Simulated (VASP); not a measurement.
# Pd (I4/mmm) in VASP: a series of runs, part 2 of 2

VASP 6.6.1. The steps go on from the part before.

### 4 Single point, PBE (strain -0.0150 x Voigt [0, 0, 1, 0, 0, 0])

Input file INCAR:

```
SYSTEM = Pd
PREC = Accurate
ENCUT = 520
EDIFF = 1E-6
ISMEAR = 0
SIGMA = 0.15
LREAL = .FALSE.
LASPH = .TRUE.
NELM = 100
ALGO = Fast
ISIF = 2
LWAVE = .FALSE.
LCHARG = .TRUE.
GGA = PE
LELF = .TRUE.
LVHAR = .TRUE.
NBANDS = 11
```

Input file KPOINTS:

```
Automatic mesh
0
G
  20 20 20
  0 0 0
```

Input file POSCAR:

```
Pd
1.0
    0.0000000000      1.9449000000      1.9157265000
    1.9449000000      0.0000000000      1.9157265000
    1.9449000000      1.9449000000      0.0000000000
Pd
1
Direct
    0.0000000000      0.0000000000      0.0000000000
```

Potentials or basis: VASP PAW PBE potentials, release 64 (Pd).

Started as:

```
> cat potpaw_PBE.64/Pd/POTCAR > POTCAR
> mpirun -np 1 vasp_std > vasp.out
```

OUTCAR:

```text
SYSTEM = Pd
   PREC = Accurate
   ENCUT = 520
   EDIFF = 1E-6
   ISMEAR = 0
   LREAL = .FALSE.
   LASPH = .TRUE.
   NELM = 100
   ISIF = 2
   GGA = PE

 ion  position               nearest neighbor table
   1  0.000  0.000  0.000-

  LATTYP: Found a body centered tetragonal cell.
 ALAT       =     2.7505039575
 C/A-ratio  =     1.3930003589

  Lattice vectors:

 A1 = (   0.0000000000,  -1.9449000000,  -1.9157265000)
 A2 = (   0.0000000000,   1.9449000000,  -1.9157265000)
 A3 = (   1.9449000000,   0.0000000000,   1.9157265000)

Analysis of symmetry for initial positions (statically):
=====================================================================
 Subroutine PRICEL returns:
 Original cell was already a primitive cell.

 Routine SETGRP: Setting up the symmetry group for a
 body centered tetragonal supercell.

 Subroutine GETGRP returns: Found 16 space group operations
 (whereof 16 operations were pure point group operations)
 out of a pool of 16 trial point group operations.

The static configuration has the point symmetry D_4h.

Analysis of symmetry for dynamics (positions and initial velocities):
=====================================================================
 Subroutine PRICEL returns:
 Original cell was already a primitive cell.

 Routine SETGRP: Setting up the symmetry group for a
 body centered tetragonal supercell.

 Subroutine GETGRP returns: Found 16 space group operations
 (whereof 16 operations were pure point group operations)
 out of a pool of 16 trial point group operations.

The dynamic configuration has the point symmetry D_4h.

 Subroutine INISYM returns: Found 16 space group operations
 (whereof 16 operations are pure point group operations),
 and found     1 'primitive' translations

----------------------------------------------------------------------------------------

                                     Primitive cell

  volume of cell :      14.4930

  direct lattice vectors                    reciprocal lattice vectors
     0.000000000  1.944900000  1.915726500    -0.257082626  0.257082626  0.260997590
     1.944900000  0.000000000  1.915726500     0.257082626 -0.257082626  0.260997590
     1.944900000  1.944900000  0.000000000     0.257082626  0.257082626 -0.260997590

  length of vectors
     2.729953119  2.729953119  2.750503957     0.447551892  0.447551892  0.447551892

  position of ions in fractional coordinates (direct lattice)
     0.000000000  0.000000000  0.000000000

  ion indices of the primitive-cell ions
   primitive index   ion index
                 1           1

----------------------------------------------------------------------------------------

 KPOINTS: Automatic mesh

Automatic generation of k-mesh.
 Grid dimensions read from file:
 generate k-points for:   20   20   20

 Generating k-lattice:

  Cartesian coordinates                     Fractional coordinates (reciprocal lattice)
    -0.012854131  0.012854131  0.013049880     0.050000000  0.000000000  0.000000000
     0.012854131 -0.012854131  0.013049880     0.000000000  0.050000000  0.000000000
     0.012854131  0.012854131 -0.013049880    -0.000000000 -0.000000000  0.050000000

  Length of vectors
     0.022377595  0.022377595  0.022377595

  Shift w.r.t. Gamma in fractional coordinates (k-lattice)
     0.000000000  0.000000000  0.000000000

 Subroutine IBZKPT returns following result:
 ===========================================

 Found    641 irreducible k-points:

 Following reciprocal coordinates:
            Coordinates               Weight
  0.000000  0.000000  0.000000      1.000000
  0.050000  0.000000  0.000000      8.000000
  0.100000  0.000000  0.000000      8.000000
  0.150000 -0.000000  0.000000      8.000000
  0.200000  0.000000  0.000000      8.000000
  0.250000 -0.000000  0.000000      8.000000
[... 16 lines left out ...]
 -0.400000  0.050000  0.000000      8.000000
 -0.350000  0.050000  0.000000      8.000000
 [... further k-points ...]
   k-points           NKPTS =    641   k-points in BZ     NKDIM =    641   number of bands    NBANDS=     11
   number of dos      NEDOS =    301   number of ions     NIONS =      1
   total plane-waves  NPLWV =   8000
   dimension x,y,z NGX =    20 NGY =   20 NGZ =   20
   dimension x,y,z NGXF=    40 NGYF=   40 NGZF=   40
   ions per type =               1
   NGX,Y,Z   is equivalent  to a cutoff of  12.18, 12.18, 12.09 a.u.
   NGXF,Y,Z  is equivalent  to a cutoff of  24.36, 24.36, 24.18 a.u.
 SYSTEM =  Pd
   PREC   = accura    normal or accurate (medium, high low for compatibility)
   ISTART =      0    job   : 0-new  1-cont  2-samecut
   ICHARG =      2    charge: 1-file 2-atom 10-const
   ISPIN  =      1    spin polarized calculation?
   LNONCOLLINEAR =      F non collinear calculations
   LSORBIT =      F    spin-orbit coupling
   LASPH  =      T    aspherical Exc in radial PAW
   ENCUT  =  520.0 eV  38.22 Ry    6.18 a.u.   5.08  5.08  5.11*2*pi/ulx,y,z
   NELM   =    100;   NELMIN=  2; NELMDL= -5     # of ELM steps
   EDIFF  = 0.1E-05   stopping-criterion for ELM
   LREAL  =      F    real-space projection
   EDIFFG = 0.1E-04   stopping-criterion for IOM
   NSW    =      0    number of steps for IOM
   IBRION =     -1    ionic relax: 0-MD 1-quasi-New 2-CG
   NFREE  =      0    steps in history (QN), initial steepest desc. (CG)
   ISIF   =      2    stress and relaxation
   ISYM   =      2    0-nonsym 1-usesym 2-fastsym
   POTIM  = 0.5000    time-step for ionic-motion
   TEBEG  =    0.0;   TEEND  =   0.0 temperature during run
   PSTRESS=    0.0 pullay stress
   NELECT =      10.0000    total number of electrons
   NUPDOWN=      -1.0000    fix difference up-down
   EMIN   =  10.00;   EMAX   =-10.00  energy-range for DOS
   EFERMI =   0.00;   METHOD = LEGACY
   ISMEAR =     0;   SIGMA  =   0.15  broadening in eV -4-tet -1-fermi 0-gaus
   EFERMI_NEDOS =   21; number of points for ismear=-14 and -15
   IALGO  =     68    algorithm
   IMIX   =      4    mixing-type and parameters
     AMIX     =   0.40;   BMIX     =  1.00
     AMIX_MAG =   1.60;   BMIX_MAG =  1.00
  volume/ion in A,a.u.               =      14.49        97.80
  Fermi-wavevector in a.u.,A,eV,Ry     =   1.446623  2.733722 28.473173  2.092719
  Thomas-Fermi vector in A             =   2.564671
   LORBIT       =      0    0 simple, 1 ext, 2 COOP (PROOUT), +10 PAW based schemes
   GGA     = PE    functional components
   LHFCALC =     F    Hartree Fock is set to
   AEXX    =    0.0000 exact exchange contribution
   IVDW    =     0    specifies the selected vdW correction
   LEPSILON=     F    determine dielectric tensor
   LRPA    =     F    only Hartree local field effects (RPA)
 non-spin polarized calculation
 RMM-DIIS sequential band-by-band and
 Gauss-broadening in eV      SIGMA  =   0.15
  energy-cutoff  :      520.00
  volume of cell :       14.49
 maximum number of plane-waves:       399
   NGX = 11   NGY = 11   NGZ = 11

 number of electron      10.0000002 magnetization

 Free energy of the ion-electron system (eV)
  ---------------------------------------------------
  ext. energy  EPLUGINS =         0.00000000
  ---------------------------------------------------
  free energy    TOTEN  =        -5.20356795 eV

  energy without entropy =       -5.17700274  energy(sigma->0) =       -5.19028534

 E-fermi :  10.0755     XC(G=0): -13.2965

 val. band max:       10.0753522097   @ k =   0.5000  -0.0000   0.1500
 cond. band min:      10.0755650447   @ k =  -0.4000   0.0000   0.4000
 fundamental gap:      0.0002128349
 Fermi energy:        10.0754567950

 k-point     1 :       0.0000    0.0000    0.0000
  band No.  band energies     occupation
      1       2.8064      2.00000
      2       7.1109      2.00000
      3       7.1109      2.00000
      4       7.2541      2.00000
      5       8.7386      2.00000
      6       8.8877      2.00000
      7      27.2874      0.00000
      8      32.0365      0.00000
      9      32.0365      0.00000
     10      32.4154      0.00000
     11      37.3672      0.00000
[... 309 lines left out ...]
 k-point    24 :      -0.3500    0.0500    0.0000
  band No.  band energies     occupation
      1       4.8134      2.00000
      2       7.2226      2.00000
      3       7.2848      2.00000
      4       8.6077      2.00000
      5       9.4798      2.00000
      6      10.1553      0.45184
      7      20.5699      0.00000
      8      27.3454      0.00000
      9      31.5002      0.00000
     10      32.9758      0.00000
     11      36.8283      0.00000

 [... further k-points ...]

------------------------ aborting loop because EDIFF is reached ----------------------------------------

  FORCE on cell =-STRESS in cart. coord.  units (eV):
  Direction    XX          YY          ZZ          XY          YZ          ZX
  --------------------------------------------------------------------------------------
  -------------------------------------------------------------------------------------
  Total        0.9357384      0.9357384      1.0136817      0.0000000      0.0000000      0.0000000
  in kB      103.4443937    103.4443937    112.0609031      0.0000000      0.0000000      0.0000000
  external PRESSURE =     106.3165635 kB  Pullay stress =       0.0000000 kB

 VOLUME and BASIS-vectors are now :
 -----------------------------------------------------------------------------
  energy-cutoff  :      520.00
  volume of cell :       14.49
      direct lattice vectors                 reciprocal lattice vectors
     0.000000000  1.944900000  1.915726500    -0.257082626  0.257082626  0.260997590
     1.944900000  0.000000000  1.915726500     0.257082626 -0.257082626  0.260997590
     1.944900000  1.944900000  0.000000000     0.257082626  0.257082626 -0.260997590

 POSITION                                       TOTAL-FORCE (eV/Angst)
 -----------------------------------------------------------------------------------
      0.00000      0.00000      0.00000         0.000000      0.000000      0.000000
 -----------------------------------------------------------------------------------
    total drift:                                0.000000      0.000000      0.000000

  FREE ENERGIE OF THE ION-ELECTRON SYSTEM (eV)
  ---------------------------------------------------
  free  energy   TOTEN  =        -5.2035679477 eV

  energy  without entropy=       -5.1770027405  energy(sigma->0) =       -5.19028534
```

OSZICAR:

```text
N       E                     dE             d eps       ncg     rms          rms(c)
DAV:   1     0.422167709989E+02    0.42217E+02   -0.51609E+03 14198   0.856E+02
DAV:   2    -0.493175369214E+01   -0.47149E+02   -0.45568E+02 15899   0.183E+02
DAV:   3    -0.548816119896E+01   -0.55641E+00   -0.55364E+00 16966   0.212E+01
DAV:   4    -0.549056465450E+01   -0.24035E-02   -0.24031E-02 17037   0.146E+00
DAV:   5    -0.549058952145E+01   -0.24867E-04   -0.24866E-04 18599   0.135E-01    0.817E+00
RMM:   6    -0.521991607417E+01    0.27067E+00   -0.35411E-01 14915   0.556E+00    0.401E+00
RMM:   7    -0.520744326808E+01    0.12473E-01   -0.91135E-03 16641   0.109E+00    0.206E+00
RMM:   8    -0.520358159737E+01    0.38617E-02   -0.15483E-03 16647   0.364E-01    0.126E-01
RMM:   9    -0.520355987644E+01    0.21721E-04   -0.17966E-04 18651   0.119E-01    0.351E-02
RMM:  10    -0.520356677072E+01   -0.68943E-05   -0.42899E-05 18220   0.506E-02    0.445E-03
RMM:  11    -0.520356769404E+01   -0.92332E-06   -0.13872E-05 18334   0.250E-02    0.547E-03
RMM:  12    -0.520356794767E+01   -0.25363E-06   -0.28832E-06 14821   0.118E-02
   1 F= -.52035679E+01 E0= -.51902853E+01  d E =-.265652E-01
```

stdout:

```text
POSCAR found type information on POSCAR Pd
 POSCAR found :  1 types and       1 ions
 scaLAPACK will be used
 LDA part: xc-table for (Slater+PW92), standard interpolation
 POSCAR, INCAR and KPOINTS ok, starting setup
 FFT: planning ... GRIDC
 FFT: planning ... GRID_SOFT
 FFT: planning ... GRID
 WAVECAR not read
 entering main loop
```

It took 2.1 min on 1 thread of Intel Xeon 8259CL, shared host; peak memory 0.21 GiB.

What came out:

```yaml
Free_energy: -5.2036 eV
Pressure: 10.6 GPa
Band_gap_on_the_k_mesh: zero (bands 5 and 6 overlap by 1.64 eV)
```

Caveat: the cell differs from its parent crystal (strain -0.0150 x Voigt [0, 0, 1, 0, 0, 0]); the cell stands under pressure.

### 5 Summary

```tsv
cell	gap on the mesh (eV)	pressure (GPa)
a = 2.689, b = 2.689, c = 2.751 Å, angles 59.2, 59.2, 61.5°, 1 atom	none	18.2
a = 2.710, b = 2.710, c = 2.751 Å, angles 59.5, 59.5, 61.0°, 1 atom	none	14.2
a = 2.730, b = 2.730, c = 2.751 Å, angles 59.8, 59.8, 60.5°, 1 atom	none	10.6
```

Alike in all rows: task single point; level PBE; potentials or basis VASP PAW PBE potentials, release 64 (Pd); no spin polarisation; k mesh 20 × 20 × 20; cutoff (eV) 520; smearing gaussian 0.15 eV.

Caveats: the cell stands under pressure.

Total energies depend on the potentials used, so only differences within one code and one set of settings carry meaning.
